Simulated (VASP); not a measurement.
Runs of VASP 6.6.1 on TaN. The structure is that of space group P6/mmm (No. 191), or close to it. The cells are those of the table. 

```tsv
potentials or basis	spin	cell	k mesh	cutoff (eV)	second run	gap on the mesh (eV)	pressure (GPa)
VASP PAW PBE potentials, release 64 (Ta_pv, N)	off	a = 4.881, b = 4.881, c = 2.847 Å, angles 90.0, 90.0, 120.0°, 6 atoms	12 × 12 × 12	520	-	none	62.1
VASP PAW PBE potentials, release 64 (Ta_pv, N)	off	a = 5.205, b = 5.205, c = 2.904 Å, angles 90.0, 90.0, 120.0°, 6 atoms	12 × 12 × 12	520	-	none	0.9
VASP PAW PBE potentials, release 64 (Ta_pv, N)	off	a = 5.183, b = 5.183, c = 2.899 Å, angles 90.0, 90.0, 120.0°, 6 atoms	12 × 12 × 12	520	-	none	4.0
VASP PAW PBE potentials, release 64 (Ta_pv, N)	off	a = 2.904, b = 9.015, c = 5.205 Å, angles 30.0, 90.0, 90.0°, 6 atoms	12 × 4 × 13	520	-	none	0.9
VASP PAW PBE potentials, release 64 (Ta_pv, N)	off	a = 5.185, b = 5.185, c = 2.908 Å, angles 90.0, 90.0, 120.0°, 6 atoms	6 × 6 × 6	520	-	none	2.9
VASP PAW PBE potentials, release 64 (Ta_pv, N)	off	a = 5.149, b = 5.149, c = 2.893 Å, angles 90.0, 90.0, 120.0°, 6 atoms	12 × 12 × 12	520	-	none	9.1
VASP PAW PBE potentials, release 64 (Ta_sv_GW, N)	off	a = 5.185, b = 5.185, c = 2.908 Å, angles 90.0, 90.0, 120.0°, 6 atoms	6 × 6 × 6	600	valence_matched	none	(b)
VASP PAW PBE potentials, release 64 (Ta_pv, N)	off	a = 5.104, b = 5.104, c = 2.884 Å, angles 90.0, 90.0, 120.0°, 6 atoms	12 × 12 × 12	520	-	none	16.2
VASP PAW PBE potentials, release 64 (Ta_pv, N)	collinear, ferromagnetic start	a = 5.185, b = 5.185, c = 2.908 Å, angles 90.0, 90.0, 120.0°, 6 atoms	6 × 6 × 6	520	-	none	2.9
VASP PAW PBE potentials, release 64 (Ta_pv, N)	off	a = 5.020, b = 5.020, c = 2.869 Å, angles 90.0, 90.0, 120.0°, 6 atoms	12 × 12 × 12	520	-	none	(a)
```

Alike in all rows: task single point; level PBEsol; smearing gaussian 0.1 eV.

Task: Fill in the values left out.

Result: (a) 31.5; (b) 2.1.

Caveats: some runs use coarse meshes; the PAW data sets were made with another functional, which shifts forces and pressure a little; spin-orbit coupling is left out, which moves the levels of the heavy elements.

A k mesh can miss the band edges, and the runs leave out spin-orbit coupling on Ta.

A gap of «none» marks levels without a gap at the run's occupations.

The runs don't all hold the same shells in valence.
